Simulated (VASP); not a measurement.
## TaN: single point with RPBE+D3(BJ)+U

The system is TaN.

```xyz
2
Lattice="2.8983 0.0000 0.0000 -1.4491 2.5100 0.0000 0.0000 0.0000 2.8440" Properties=species:S:1:pos:R:3 pbc="T T T"
Ta    0.0000    0.0000    1.4220
N     1.4491    0.8367    0.0000
```

This cell differs from its parent crystal: volume scaled by 0.96.

```
Program                : VASP 6.6.1
Task                   : single point
Functional             : RPBE
Dispersion             : D3(BJ)
Potentials or basis    : VASP PAW PBE potentials, release 64 (Ta_pv, N)
Cutoff                 : 520 eV
k mesh                 : 8 × 8 × 7
Occupations            : gaussian, width 0.05 eV
Spin                   : non-collinear spin, zero start, spin-orbit coupling
Starting moments       : [[0.0, 0.0, 0.0], [0.0, 0.0, 0.0]] μB
Hubbard terms          : Ta d U = 3.0 eV
Dipole correction      : no
Further INCAR settings : ALGO = Normal; EDIFF = 1e-06; NBANDS = 28
```

```
Pressure                                              : -8.6 GPa
Net moment                                            : 0.00 μB per cell
Valence electrons inside the program's atomic spheres : Ta 9.03; N 3.80
Dispersion energy per atom                            : -2.880 eV
```

Stress tensor (GPa, compression positive):
```
-9.76  0.00  0.00
 0.00 -9.76  0.00
 0.00  0.00 -6.16
```

Moments on the atoms (μB; x, y, z):
```
Ta  0.00 0.00 0.00
N   0.00 0.00 0.00
```

Wall time 73 s on 1 thread of Intel Xeon 6975P-C (shared host), peak memory 0.24 GiB.

Caveat: the PAW data sets were made with another functional, which shifts forces and pressure a little. The state reached can hang on the start; a lower one may exist.
